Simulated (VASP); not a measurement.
Here is a VASP 6.6.1 calculation.

Contents of INCAR:

```
SYSTEM = SiC
  ALGO = Normal
  EDIFF = 1E-7
  ENCUT = 520
  GGA = PE
  ISIF = 2
  ISMEAR = 0
  LASPH = .True.
  LCHARG = .True.
  LELF = .True.
  LREAL = .False.
  LVHAR = .True.
  LWAVE = .False.
  NBANDS = 26
  NELM = 80
  PREC = Accurate
  SIGMA = 0.02
```

The input KPOINTS:

```
k-points
0
Gamma
  8 8 12
  0 0 0
```

POSCAR

```
SiC
1.0
    5.3366239023      0.0000000000      0.0000000000
    0.0000000000      5.3366239023      0.0000000000
    0.0000000000      0.0000000000      2.9329195741
Si C
4 4
Direct
    0.6717903500      0.6717903500      0.5000000000
    0.1717903500      0.8282096500      0.2500000000
    0.3282096500      0.3282096500      0.0000000000
    0.8282096500      0.1717903500      0.7500000000
    0.8294734733      0.8294734733      0.0000000000
    0.3294734733      0.6705265267      0.7500000000
    0.1705265267      0.1705265267      0.5000000000
    0.6705265267      0.3294734733      0.2500000000
```

Potentials or basis: VASP PAW PBE potentials, release 64 (Si, C).

Launch:

```bash
$ cat potpaw_PBE.64/Si/POTCAR potpaw_PBE.64/C/POTCAR > POTCAR
$ mpirun -np 1 vasp_std > vasp.out
```

Task: Estimate the band gap on the k mesh.

Result: 0.48 eV (least direct gap 2.23 eV).

Task: What does it give for the pressure?

Result: 0.0 GPa.

Forces on the atoms (eV/Å):
```
Si   0.002  0.002  0.000
Si   0.002 -0.002  0.000
Si  -0.002 -0.002  0.000
Si  -0.002  0.002  0.000
C   -0.001 -0.001  0.000
C   -0.001  0.001  0.000
C    0.001  0.001  0.000
C    0.001 -0.001  0.000
```

Caveat: semilocal functionals underestimate gaps, and a narrow one can read as zero. A k mesh can miss the band edges.
